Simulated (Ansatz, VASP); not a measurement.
AgI in VASP and in Ansatz

```xyz
2
Lattice="0.0000 3.3103 3.3103 3.3103 0.0000 3.3103 3.3103 3.3103 0.0000" Properties=species:S:1:pos:R:3 pbc="T T T"
Ag    0.0000    0.0000    0.0000
I     1.6552    1.6552    1.6552
```

Alike in both runs: task single point; functional r2SCAN; k mesh 5 × 5 × 5; no spin polarisation.

|  | VASP | Ansatz |
| --- | --- | --- |
| version | VASP 6.6.1 | Ansatz 0.2.0 |
| potentials or method | VASP PAW PBE potentials, release 64 (Ag, I), cutoff 550 eV | plane waves, PAW |
| occupations | gaussian, width 0.01 eV | fixed |
| valence electrons in the cell | 18 | 36 |

|  | VASP | Ansatz | Ansatz less VASP |
| --- | --- | --- | --- |
| pressure (GPa) | -0.6 | -0.5 | +0.10 |

VASP's potentials were made for PBE, not for r2SCAN. VASP's potentials hold 18 valence electrons a cell and Ansatz's 36, so a difference there can come from the potentials and not from the codes.

Spin-orbit coupling is off throughout.
